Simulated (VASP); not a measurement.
**CdSe: single point with HSE06**

Crystal: CdSe.

```
Cd Se
1.0
     0.00000    3.07532    3.07532
     3.07532    0.00000    3.07532
     3.07532    3.07532    0.00000
Cd Se
1 1
Cartesian
  0.0000 0.0000 0.0000
  4.6130 4.6130 4.6130
```

```yaml
Program: VASP 6.6.1
Task: single point
Functional: HSE06
Potentials_or_basis: VASP PAW PBE potentials, release 64 (Cd, Se)
Cutoff: 520 eV
k_mesh: 4 × 4 × 4
Occupations: fermi-dirac, width 0.02 eV
Spin: no spin polarisation
```

- Pressure: 0.1 GPa
- Band gap on the k mesh: 1.48 eV

Levels at points of the mesh, in eV from the valence-band top:
```tsv
k point	band 7	band 8	band 9	band 10	band 11	band 12
(0.00, 0.00, 0.00)	0.00	0.00	0.00	1.48	6.97	6.97
(0.50, 0.00, 0.00)	-4.46	-0.75	-0.75	3.34	7.45	7.45
(0.50, 0.50, 0.00)	-4.18	-1.86	-1.86	4.01	4.71	10.16
```

Wall time 19 min on 1 thread of AMD EPYC 7R43 64-Core Processor (Zen 3) (shared host), peak memory 0.25 GiB.

Caveat: the k points lie up to 0.44 Å⁻¹ apart; the PAW data sets were made with another functional, which shifts forces and pressure a little.
